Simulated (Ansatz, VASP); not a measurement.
# Two plane-wave programs on B

The input INCAR:

```
PREC = Accurate
ENCUT = 520
EDIFF = 1E-7
ISMEAR = -1
SIGMA = 0.1
LREAL = F
LASPH = T
NELM = 80
ALGO = Normal
ISIF = 2
LWAVE = F
LCHARG = T
GGA = RE
LELF = T
LVHAR = T
NBANDS = 12
```

KPOINTS

```
regular mesh
0
Gamma
  14 14 12
```

The input POSCAR:

```
B
1.0
    2.8751497301      0.0000000000      0.0000000000
   -1.4375748651      2.4899527060      0.0000000000
    0.0000000000      0.0000000000      2.8393400128
B
3
Direct
    0.0000000000      1.0000000000      0.0000000000
    0.3333333333      0.6666666667      0.5000000000
    0.6666666667      0.3333333333      0.5000000000
```

Input for Ansatz:

```yaml
crystal:
  lattice:
    - [2.8751497301, 0.0, 0.0]
    - [-1.4375748651, 2.489952706, 0.0]
    - [0.0, 0.0, 2.8393400128]
  atoms:
    - { symbol: B, position: [0.0, 1.0, 0.0] }
    - { symbol: B, position: [0.3333333333, 0.6666666667, 0.5] }
    - { symbol: B, position: [0.6666666667, 0.3333333333, 0.5] }
hamiltonian:
  xc: revpbe
  pseudopotentials:
    kind: paw
    azcp:
      B: "pseudopotentials/B.paw.azcp"
basis:
  ecutwfc: 420
  fft_grid_basis: typed
kpoints:
  mp_grid: { grid: [14, 14, 12], shift: [0, 0, 0] }
magnetization:
  spin_polarized: false
scf:
  occupations: { method: fermi_dirac, width: 0.1 }
  lower_state_search: "off"
output:
  stress: true
```

Alike in both runs: task single point; functional revPBE; k mesh 14 × 14 × 12; occupations fermi-dirac, width 0.1 eV; no spin polarisation.

|  | VASP | Ansatz |
| --- | --- | --- |
| version | VASP 6.6.1 | Ansatz 0.2.0 |
| potentials or method | VASP PAW PBE potentials, release 64 (B), cutoff 520 eV | plane waves (420 eV) with PAW, scalar-relativistic |
| valence electrons in the cell | 9 | 9 |

|  | VASP | Ansatz | Ansatz less VASP |
| --- | --- | --- | --- |
| pressure (GPa) | -0.1 | 0.0 | +0.13 |
| traceless stress, the component that is largest in VASP (GPa) | -0.73 | -0.65 | +0.079 |

VASP's potentials were made for PBE, not for revPBE. The functional is the same, so the differences come from potentials, cutoffs and numerics.
